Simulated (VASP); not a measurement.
Runs of VASP 6.6.1 on Ta. The structure is that of space group I4/mmm (No. 139), or close to it. The cells are those of the table. 

| cell | gap on the mesh (eV) | pressure (GPa) |
| --- | --- | --- |
| a = 2.757 Å, angles 106.4, 106.4, 115.8°, 1 atom | none | (b) |
| a = 2.933 Å, angles 111.5, 111.5, 105.5°, 1 atom | none | (a) |
| a = 3.010 Å, angles 113.5, 113.5, 101.8°, 1 atom | none | -23.2 |
| a = 2.971 Å, angles 112.5, 112.5, 103.6°, 1 atom | none | -19.8 |
| a = 2.725 Å, angles 105.4, 105.4, 118.0°, 1 atom | none | 42.5 |
| a = 2.790 Å, angles 107.4, 107.4, 113.6°, 1 atom | none | 14.4 |
| a = 2.990 Å, angles 113.0, 113.0, 102.7°, 1 atom | none | -21.6 |

Alike in all rows: task single point; level PBEsol; potentials or basis VASP PAW PBE potentials, release 64 (Ta_pv); no spin polarisation; k mesh 20 × 20 × 20; cutoff (eV) 520; smearing gaussian 0.15 eV.

Estimate the missing entries.

(a) -15.5; (b) 26.6.

Caveats: the PAW data sets were made with another functional, which shifts forces and pressure a little; spin-orbit coupling is left out, which moves the levels of the heavy elements; the cell stands under tension (at least some runs); the cell stands under pressure (at least some runs).

A k mesh can miss the band edges, and the runs leave out spin-orbit coupling on Ta.

A gap of «none» marks levels without a gap at the run's occupations.
